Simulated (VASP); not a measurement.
Input of a VASP 6.6.1 run:

Contents of INCAR:

```
PREC     = Accurate       # precision mode
ENCUT    = 520            # plane-wave cutoff, eV
EDIFF    = 1E-7           # SCF threshold, eV
ISMEAR   = 0              # smearing method
SIGMA    = 0.01           # smearing width, eV
LREAL    = F              # projectors in reciprocal space
LASPH    = T              # aspherical terms in the spheres
NELM     = 60             # most SCF steps
ALGO     = Normal         # electronic algorithm
ISIF     = 2              # what is computed and relaxed
LWAVE    = F              # write WAVECAR
LCHARG   = F              # write CHGCAR
GGA      = PE             # functional
NBANDS   = 16             # bands
```

File KPOINTS:

```
Automatic mesh
0
Gamma
  6 6 4
```

File POSCAR:

```
MgS
1.0
    4.2955415880      0.0000000000      0.0000000000
   -2.1477707940      3.7200481382      0.0000000000
    0.0000000000      0.0000000000      5.2850910748
Mg S
2 2
Direct
    0.3333333333      0.6666666667      0.2500000000
    0.6666666667      0.3333333333      0.7500000000
    0.6666666667      0.3333333333      0.2500000000
    0.3333333333      0.6666666667      0.7500000000
```

Potentials or basis: VASP PAW PBE potentials, release 64 (Mg, S).

Launch:

```bash
$ cat potpaw_PBE.64/Mg/POTCAR potpaw_PBE.64/S/POTCAR > POTCAR
$ mpirun -np 1 vasp_std > vasp.out
```

(1) Predict the band gap on the k mesh.

(2) What does it give for the pressure?

Results:

(1) 3.00 eV, direct.

(2) 0.9 GPa.
